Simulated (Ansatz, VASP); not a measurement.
One calculation of AlAs, two programs

Contents of INCAR:

```
SYSTEM = AlAs
ALGO = Normal
EDIFF = 1E-6
ENCUT = 500
GGA_COMPAT = .False.
ISIF = 2
ISMEAR = -1
LASPH = .True.
LCHARG = .True.
LELF = .True.
LREAL = .False.
LVHAR = .True.
LWAVE = .False.
NBANDS = 16
NELM = 120
PREC = Accurate
SIGMA = 0.02
```

KPOINTS

```
k-points
0
Gamma
  8 6 8
  0 0 0
```

POSCAR

```
AlAs
1.0
   -2.8141708128      2.8141708128      0.0000000000
    0.0000000000      0.0000000000      5.6283416255
    2.8141708128      2.8141708128      0.0000000000
Al As
2 2
Direct
    0.0000000000      0.0000000000      0.0000000000
    0.5000000000      0.5000000000      0.5000000000
    0.0000000000      0.2500000000      0.5000000000
    0.5000000000      0.7500000000      0.0000000000
```

Input for Ansatz:

```yaml
crystal:
  lattice:
    - [-2.8141708128, 2.8141708128, 0.0]
    - [0.0, 0.0, 5.6283416255]
    - [2.8141708128, 2.8141708128, 0.0]
  atoms:
    - { symbol: Al, position: [0.0, 0.0, 0.0] }
    - { symbol: Al, position: [0.5, 0.5, 0.5] }
    - { symbol: As, position: [0.0, 0.25, 0.5] }
    - { symbol: As, position: [0.5, 0.75, 0.0] }
kpoints:
  mp_grid: { grid: [8, 6, 8] }
scf:
  occupations: { method: fermi_dirac, width: 0.02 }
hamiltonian:
  xc: lda
  pseudopotentials: { kind: paw }
output:
  forces: true
  stress: true
  eigenvalues: true
```

Alike in both runs: task single point; functional LDA; k mesh 8 × 6 × 8; occupations fermi-dirac, width 0.02 eV; no spin polarisation.

|  | VASP | Ansatz |
| --- | --- | --- |
| version | VASP 6.6.1 | Ansatz 0.2.0 |
| potentials or method | VASP PAW LDA potentials, release 64 (Al, As) | PAW with Ansatz's default frozen-core files, scalar-relativistic |
| plane-wave cutoff (eV) | 500 | 420 |
| valence electrons in the cell | 16 | 36 |

|  | VASP | Ansatz | Ansatz less VASP |
| --- | --- | --- | --- |
| gap on the k mesh at the Fermi level (eV) | 1.31 | 1.32 | +0.014 |
| pressure (GPa) | 0.4 | 0.0 | -0.35 |

LDA's correlation is that of Perdew and Zunger in VASP and of Perdew and Wang (1992) in Ansatz. VASP's potentials hold 16 valence electrons a cell and Ansatz's 36, so a difference there can come from the potentials and not from the codes.
